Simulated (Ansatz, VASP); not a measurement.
# Two plane-wave programs on LiH

```
Li H
1.0
     0.00000    2.00299    2.00299
     2.00299    0.00000    2.00299
     2.00299    2.00299    0.00000
Li H
1 1
Cartesian
  0.0000 0.0000 0.0000
  2.0030 2.0030 2.0030
```

Alike in both runs: task single point; functional HSE06; k mesh 6 × 6 × 6; no spin polarisation.

|  | VASP | Ansatz |
| --- | --- | --- |
| version | VASP 6.6.1 | Ansatz 0.2.0 |
| potentials or method | VASP PAW PBE potentials, release 64 (Li_sv, H) | plane waves, PAW |
| plane-wave cutoff (eV) | 520 | 420 |
| occupations | gaussian, width 0.01 eV | fixed |
| valence electrons in the cell | 4 | 4 |

```tsv
	VASP	Ansatz	Ansatz less VASP
gap on the k mesh at the Fermi level (eV)	3.97	3.97	+0.002
```

Ansatz's warnings: stress exchange threshold loose, stress scf threshold loose.

The k mesh is coarse, so the values compare programs but aren't converged. Noted on VASP's run: the cutoff is short for stress, so the pressure is rough.
